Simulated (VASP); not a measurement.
# Sn (Fm-3m) in VASP: single point with r2SCAN

Aim: the single point of Sn with r2SCAN.

All numbers are computed with VASP 6.6.1; they aren't measurements. Logs are shortened: lines on timing, memory, paths and dates and some standing lists are left out, and cuts for length are marked.

### 1 The cell of the first run

It takes space group Fm-3m (No. 225, cubic). The conventional cell has a = 4.783 Å, b = 4.783 Å, c = 4.783 Å, α = 90.00°, β = 90.00°, γ = 90.00°. Sn (site symmetry m-3m) has 12 Sn at 3.38 Å within 4.4 Å.

### 2 Single point, r2SCAN

POSCAR

```
Sn
1.0
    0.0000000000      2.3917114000      2.3917114000
    2.3917114000      0.0000000000      2.3917114000
    2.3917114000      2.3917114000      0.0000000000
Sn
1
Direct
    0.0000000000      0.0000000000      0.0000000000
```

INCAR.step1

```
  ALGO = Normal
  EDIFF = 1E-5
  ENCUT = 550
  GGA = PE
  GGA_COMPAT = F
  ISMEAR = 1
  LASPH = T
  LCHARG = F
  LREAL = F
  LWAVE = T
  NBANDS = 13
  NELM = 120
  PREC = Accurate
  SIGMA = 0.05
```

INCAR.step2

```
  ALGO = Normal
  EDIFF = 1E-6
  ENCUT = 550
  GGA_COMPAT = F
  ISIF = 2
  ISMEAR = 1
  ISTART = 1
  LASPH = T
  LCHARG = F
  LMIXTAU = T
  LREAL = F
  LWAVE = F
  METAGGA = R2SCAN
  NBANDS = 13
  NELM = 120
  PREC = Accurate
  SIGMA = 0.05
```

KPOINTS

```
k-points
0
Gamma
  8 8 8
```

Potentials or basis: VASP PAW PBE potentials, release 64 (Sn_d).

Started as:

```console
$ cat potpaw_PBE.64/Sn_d/POTCAR > POTCAR
$ cp INCAR.step1 INCAR
$ mpirun -np 1 vasp_std > vasp.out
$ cp INCAR.step2 INCAR
$ mpirun -np 1 vasp_std > vasp.out
```

OUTCAR:

```text
EDIFF = 1E-6
   ENCUT = 550
   ISIF = 2
   ISMEAR = 1
   ISTART = 1
   LASPH = T
   LREAL = F
   METAGGA = R2SCAN
   NELM = 120
   PREC = Accurate

 ion  position               nearest neighbor table
   1  0.000  0.000  0.000-

  LATTYP: Found a face centered cubic cell.
 ALAT       =     4.7834228000

  Lattice vectors:

 A1 = (   0.0000000000,   2.3917114000,   2.3917114000)
 A2 = (   2.3917114000,   0.0000000000,   2.3917114000)
 A3 = (   2.3917114000,   2.3917114000,   0.0000000000)

Analysis of symmetry for initial positions (statically):
[... 5 lines left out ...]
 face centered cubic supercell.

 Subroutine GETGRP returns: Found 48 space group operations
 (whereof 48 operations were pure point group operations)
 out of a pool of 48 trial point group operations.

The static configuration has the point symmetry O_h .

Analysis of symmetry for dynamics (positions and initial velocities):
[... 5 lines left out ...]
 face centered cubic supercell.

 Subroutine GETGRP returns: Found 48 space group operations
 (whereof 48 operations were pure point group operations)
 out of a pool of 48 trial point group operations.

The dynamic configuration has the point symmetry O_h .

 Subroutine INISYM returns: Found 48 space group operations
 (whereof 48 operations are pure point group operations),
 and found     1 'primitive' translations

----------------------------------------------------------------------------------------

                                     Primitive cell

  volume of cell :      27.3625

  direct lattice vectors                    reciprocal lattice vectors
     0.000000000  2.391711400  2.391711400    -0.209055323  0.209055323  0.209055323
     2.391711400  0.000000000  2.391711400     0.209055323 -0.209055323  0.209055323
     2.391711400  2.391711400  0.000000000     0.209055323  0.209055323 -0.209055323

  length of vectors
     3.382390699  3.382390699  3.382390699     0.362094442  0.362094442  0.362094442

  position of ions in fractional coordinates (direct lattice)
     0.000000000  0.000000000  0.000000000

  ion indices of the primitive-cell ions
   primitive index   ion index
                 1           1

----------------------------------------------------------------------------------------

 KPOINTS: k-points

Automatic generation of k-mesh.
 Grid dimensions read from file:
 generate k-points for:    8    8    8

 Generating k-lattice:

  Cartesian coordinates                     Fractional coordinates (reciprocal lattice)
    -0.026131915  0.026131915  0.026131915     0.125000000  0.000000000  0.000000000
     0.026131915 -0.026131915  0.026131915     0.000000000  0.125000000  0.000000000
     0.026131915  0.026131915 -0.026131915     0.000000000  0.000000000  0.125000000

  Length of vectors
     0.045261805  0.045261805  0.045261805

  Shift w.r.t. Gamma in fractional coordinates (k-lattice)
     0.000000000  0.000000000  0.000000000

 Subroutine IBZKPT returns following result:
 ===========================================

 Found     29 irreducible k-points:

 Following reciprocal coordinates:
            Coordinates               Weight
  0.000000  0.000000  0.000000      1.000000
  0.125000  0.000000  0.000000      8.000000
  0.250000  0.000000  0.000000      8.000000
  0.375000  0.000000  0.000000      8.000000
  0.500000  0.000000  0.000000      4.000000
  0.125000  0.125000  0.000000      6.000000
[... 16 lines left out ...]
  0.500000  0.250000  0.125000     48.000000
 -0.375000  0.250000  0.125000     24.000000
 [... further k-points ...]
   k-points           NKPTS =     29   k-points in BZ     NKDIM =     29   number of bands    NBANDS=     13
   number of dos      NEDOS =    301   number of ions     NIONS =      1
   total plane-waves  NPLWV =  21952
   dimension x,y,z NGX =    28 NGY =   28 NGZ =   28
   dimension x,y,z NGXF=    56 NGYF=   56 NGZF=   56
   ions per type =               1
   NGX,Y,Z   is equivalent  to a cutoff of  13.76, 13.76, 13.76 a.u.
   NGXF,Y,Z  is equivalent  to a cutoff of  27.52, 27.52, 27.52 a.u.
 SYSTEM =  unknown system
   PREC   = accura    normal or accurate (medium, high low for compatibility)
   ISTART =      1    job   : 0-new  1-cont  2-samecut
   ICHARG =      0    charge: 1-file 2-atom 10-const
   ISPIN  =      1    spin polarized calculation?
   LNONCOLLINEAR =      F non collinear calculations
   LSORBIT =      F    spin-orbit coupling
   LASPH  =      T    aspherical Exc in radial PAW
   ENCUT  =  550.0 eV  40.42 Ry    6.36 a.u.   6.47  6.47  6.47*2*pi/ulx,y,z
   NELM   =    120;   NELMIN=  2; NELMDL=  0     # of ELM steps
   EDIFF  = 0.1E-05   stopping-criterion for ELM
   LREAL  =      F    real-space projection
   EDIFFG = 0.1E-04   stopping-criterion for IOM
   NSW    =      0    number of steps for IOM
   IBRION =     -1    ionic relax: 0-MD 1-quasi-New 2-CG
   NFREE  =      0    steps in history (QN), initial steepest desc. (CG)
   ISIF   =      2    stress and relaxation
   ISYM   =      2    0-nonsym 1-usesym 2-fastsym
   POTIM  = 0.5000    time-step for ionic-motion
   TEBEG  =    0.0;   TEEND  =   0.0 temperature during run
   PSTRESS=    0.0 pullay stress
   NELECT =      14.0000    total number of electrons
   NUPDOWN=      -1.0000    fix difference up-down
   EMIN   =  10.00;   EMAX   =-10.00  energy-range for DOS
   EFERMI =   0.00;   METHOD = LEGACY
   ISMEAR =     1;   SIGMA  =   0.05  broadening in eV -4-tet -1-fermi 0-gaus
   EFERMI_NEDOS =   21; number of points for ismear=-14 and -15
   IALGO  =     38    algorithm
   IMIX   =      4    mixing-type and parameters
     AMIX     =   0.40;   BMIX     =  1.00
     AMIX_MAG =   1.60;   BMIX_MAG =  1.00
  volume/ion in A,a.u.               =      27.36       184.65
  Fermi-wavevector in a.u.,A,eV,Ry     =   1.309379  2.474368 23.326830  1.714474
  Thomas-Fermi vector in A             =   2.439982
   LORBIT       =      0    0 simple, 1 ext, 2 COOP (PROOUT), +10 PAW based schemes
   METAGGA = R2SCAN    functional components
   LHFCALC =     F    Hartree Fock is set to
   AEXX    =    0.0000 exact exchange contribution
   IVDW    =     0    specifies the selected vdW correction
   LEPSILON=     F    determine dielectric tensor
   LRPA    =     F    only Hartree local field effects (RPA)
 non-spin polarized calculation
 Methfessel and Paxton  Order N= 1 SIGMA  =   0.05
  energy-cutoff  :      550.00
  volume of cell :       27.36
 maximum number of plane-waves:       821
 NGX is ok and might be reduce to    28
   NGX = 13   NGY = 13   NGZ = 13

 number of electron      14.0000004 magnetization

 Free energy of the ion-electron system (eV)
  ---------------------------------------------------
  ext. energy  EPLUGINS =         0.00000000
  ---------------------------------------------------
  free energy    TOTEN  =       -24.50641075 eV

  energy without entropy =      -24.50511048  energy(sigma->0) =      -24.50597733

 E-fermi :   8.0428     XC(G=0): -11.2430

 val. band max:        8.0376302740   @ k =  -0.3750   0.2500   0.0000
 cond. band min:       8.3269605882   @ k =  -0.3750   0.5000   0.1250
 fundamental gap:      0.2893303142
 Fermi energy:         8.0428074084

 k-point     1 :       0.0000    0.0000    0.0000
  band No.  band energies     occupation
      1     -14.2600      2.00000
      2     -14.2600      2.00000
      3     -14.2600      2.00000
      4     -14.1780      2.00000
      5     -14.1780      2.00000
      6      -3.6688      2.00000
      7      16.1354      0.00000
      8      16.1354      0.00000
      9      16.1354      0.00000
     10      19.2651      0.00000
     11      20.3487      0.00000
     12      20.3487      0.00000
     13      20.3487      0.00000

 k-point     2 :       0.1250    0.0000    0.0000
  band No.  band energies     occupation
      1     -14.2593      2.00000
      2     -14.2479      2.00000
      3     -14.2479      2.00000
      4     -14.1771      2.00000
      5     -14.1771      2.00000
      6      -3.3292      2.00000
      7      13.2347      0.00000
      8      15.6473      0.00000
      9      15.6473      0.00000
     10      18.4464      0.00000
     11      21.1790      0.00000
     12      21.1790      0.00000
     13      22.8518      0.00000

 k-point     3 :       0.2500    0.0000    0.0000
  band No.  band energies     occupation
      1     -14.2589      2.00000
      2     -14.2385      2.00000
      3     -14.2385      2.00000
      4     -14.1550      2.00000
      5     -14.1550      2.00000
      6      -2.3097      2.00000
      7       9.0704      0.00000
      8      14.8509      0.00000
      9      14.8509      0.00000
     10      18.1936      0.00000
     11      20.7416      0.00000
     12      20.7416      0.00000
     13      21.2950      0.00000

 k-point     4 :       0.3750    0.0000    0.0000
  band No.  band energies     occupation
      1     -14.2603      2.00000
      2     -14.2474      2.00000
      3     -14.2474      2.00000
      4     -14.1141      2.00000
      5     -14.1141      2.00000
      6      -0.6439      2.00000
      7       5.3928      2.00000
      8      14.2868      0.00000
      9      14.2868      0.00000
     10      18.2903      0.00000
     11      19.5655      0.00000
     12      19.5655      0.00000
     13      19.7960      0.00000

 k-point     5 :       0.5000    0.0000    0.0000
  band No.  band energies     occupation
      1     -14.2614      2.00000
      2     -14.2529      2.00000
      3     -14.2529      2.00000
      4     -14.0952      2.00000
      5     -14.0952      2.00000
      6       0.9440      2.00000
      7       3.1216      2.00000
      8      14.0900      0.00000
      9      14.0900      0.00000
     10      18.7870      0.00000
     11      18.8194      0.00000
     12      19.1497      0.00000
     13      19.1497      0.00000
[... 257 lines left out ...]
 k-point    22 :       0.3750    0.2500    0.1250
  band No.  band energies     occupation
      1     -14.2792      2.00000
      2     -14.2315      2.00000
      3     -14.1939      2.00000
      4     -14.1717      2.00000
      5     -14.1233      2.00000
      6      -1.4067      2.00000
      7       9.4113      0.00000
      8      10.2294      0.00000
      9      13.3970      0.00000
     10      17.9675      0.00000
     11      18.0225      0.00000
     12      21.8386      0.00000
     13      24.4747      0.00000

 k-point    23 :       0.5000    0.2500    0.1250
  band No.  band energies     occupation
      1     -14.2627      2.00000
      2     -14.2417      2.00000
      3     -14.1934      2.00000
      4     -14.1446      2.00000
      5     -14.1083      2.00000
      6       0.2358      2.00000
      7       6.2183      2.00000
      8       9.5846      0.00000
      9      11.9483      0.00000
     10      17.6069      0.00000
     11      19.8419      0.00000
     12      21.6037      0.00000
     13      24.7928      0.00000

 k-point    24 :      -0.3750    0.2500    0.1250
  band No.  band energies     occupation
      1     -14.2586      2.00000
      2     -14.2412      2.00000
      3     -14.1844      2.00000
      4     -14.1474      2.00000
      5     -14.0990      2.00000
      6       1.7505      2.00000
      7       4.0680      2.00000
      8       9.5974      0.00000
      9      11.2785      0.00000
     10      17.5262      0.00000
     11      19.6180      0.00000
     12      24.6247      0.00000
     13      24.9779      0.00000

 [... further k-points ...]
[... 5 lines left out ...]
  --------------------------------------------------------------------------------------
  -------------------------------------------------------------------------------------
  Total       -0.0123841     -0.0123841     -0.0123841      0.0000000      0.0000000     -0.0000000
  in kB       -0.7251371     -0.7251371     -0.7251371      0.0000000      0.0000000     -0.0000000
  external PRESSURE =      -0.7251371 kB  Pullay stress =       0.0000000 kB

 VOLUME and BASIS-vectors are now :
 -----------------------------------------------------------------------------
  energy-cutoff  :      550.00
  volume of cell :       27.36
      direct lattice vectors                 reciprocal lattice vectors
     0.000000000  2.391711400  2.391711400    -0.209055323  0.209055323  0.209055323
     2.391711400  0.000000000  2.391711400     0.209055323 -0.209055323  0.209055323
     2.391711400  2.391711400  0.000000000     0.209055323  0.209055323 -0.209055323

 POSITION                                       TOTAL-FORCE (eV/Angst)
 -----------------------------------------------------------------------------------
      0.00000      0.00000      0.00000         0.000000      0.000000      0.000000
 -----------------------------------------------------------------------------------
    total drift:                               -0.000000     -0.000000     -0.000000

  FREE ENERGIE OF THE ION-ELECTRON SYSTEM (eV)
  ---------------------------------------------------
  free  energy   TOTEN  =       -24.5064107477 eV

  energy  without entropy=      -24.5051104848  energy(sigma->0) =      -24.50597733
```

It took 2 min on 1 thread of AMD EPYC 7R13, shared host; peak memory 0.13 GiB.

Results:

| Item | Value |
| --- | --- |
| Free energy | -24.5064 eV |
| Pressure | -0.1 GPa |
| Band gap on the k mesh | zero (band 7 reaches 16.14 eV, above the bottom of band 8 at 6.09 eV) |

Caveat: the PAW data sets were made with another functional, which shifts forces and pressure a little; spin-orbit coupling is left out, which moves the levels of the heavy elements.
